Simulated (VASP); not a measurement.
Set up this calculation in VASP 6.6.1, as the native input.

```
Task                   : single point
Functional             : RPBE
Potentials or basis    : VASP PAW PBE potentials, release 64 (Pb_d)
Cutoff                 : 520 eV
k mesh                 : 7 × 7 × 7
Occupations            : fermi-dirac, width 0.05 eV
Spin                   : non-collinear spin, typed start, spin-orbit coupling
Starting moments       : [[0.354, 0.354, 0.0]] μB
Dipole correction      : no
Further INCAR settings : ALGO = Normal; EDIFF = 1e-06; NBANDS = 25
```

The structure of Pb lies in POSCAR:

```
Pb
1.0
   -1.9794860000      2.0239610000      1.9749690000
    1.9906190000     -1.9890310000      1.9511720000
    1.9642090000      1.9737530000     -1.9400400000
Pb
1
Direct
   -0.0026450000      0.0019780000     -0.0003360000
```

This cell differs from its parent crystal: the cell strained at random.

These files were run (other wordings do the same):

INCAR

```
PREC = Accurate
ENCUT = 520
EDIFF = 1E-6
ISMEAR = -1
SIGMA = 0.05
LREAL = F
LASPH = T
NELM = 150
ALGO = Normal
ISIF = 2
LWAVE = F
LCHARG = F
LNONCOLLINEAR = T
MAGMOM = 0.354 0.354 0
LORBIT = 11
LSORBIT = T
GGA_COMPAT = F
LORBMOM = T
GGA = RP
NBANDS = 25
```

KPOINTS

```
Automatic mesh
0
Gamma
  7 7 7
```

Potentials or basis: VASP PAW PBE potentials, release 64 (Pb_d).

Command:

```sh
$ cat potpaw_PBE.64/Pb_d/POTCAR > POTCAR
$ mpirun -np 1 vasp_ncl > vasp.out
```

It gave:

```json
{"Pressure": "2.7 GPa", "Net moment": "0.00 μB per cell", "Valence electrons inside the program's atomic spheres": "Pb 11.97"}
```

Caveat: the cell differs from its parent crystal (the cell strained at random); the PAW data sets were made with another functional, which shifts forces and pressure a little.

Run time: 7.7 min on 1 thread of Oxide Virtual Turin-like Processor, with other jobs on the host, peak memory 0.33 GiB.
